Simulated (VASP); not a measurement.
Write the native input for VASP 6.6.1 that does the following.

```yaml
Task: single point
Functional: PBE
Potentials_or_basis: VASP PAW PBE potentials, release 64 (Se, Zn)
Cutoff: 520 eV
k_mesh: 8 × 8 × 8
Occupations: gaussian, width 0.025 eV
Spin: no spin polarisation
Dipole_correction: no
Further_INCAR_settings: ALGO = Normal; EDIFF = 1e-06; NBANDS = 16
```

The structure of ZnSe (Stilleite) lies in POSCAR:

```
ZnSe
1.0
    0.0000000000      2.8338000000      2.8338000000
    2.8338000000      0.0000000000      2.8338000000
    2.8338000000      2.8338000000      0.0000000000
Se Zn
1 1
Direct
    0.7500000000      0.7500000000      0.7500000000
    0.0000000000      0.0000000000      0.0000000000
```

One way to write it, as run:

INCAR

```
SYSTEM = ZnSe
PREC = Accurate ; ENCUT = 520
EDIFF = 1E-6 ; ISMEAR = 0
SIGMA = 0.025 ; LREAL = .False.
LASPH = .True. ; NELM = 60
ALGO = Normal ; ISIF = 2
LWAVE = .False. ; LCHARG = .False.
GGA = PE ; NBANDS = 16
```

KPOINTS

```
regular mesh
0
Gamma
  8 8 8
  0 0 0
```

Potentials or basis: VASP PAW PBE potentials, release 64 (Se, Zn).

Launch:

```sh
$ cat potpaw_PBE.64/Se/POTCAR potpaw_PBE.64/Zn/POTCAR > POTCAR
$ mpirun -np 1 vasp_std > vasp.out
```

Results of the run:

| Item | Value |
| --- | --- |
| Pressure | 2.3 GPa |
| Band gap on the k mesh | 1.29 eV, direct |

Wall time 9.6 s on 1 thread of Intel(R) Xeon(R) 6975P-C (Granite Rapids), on a shared host, peak memory 0.17 GiB.
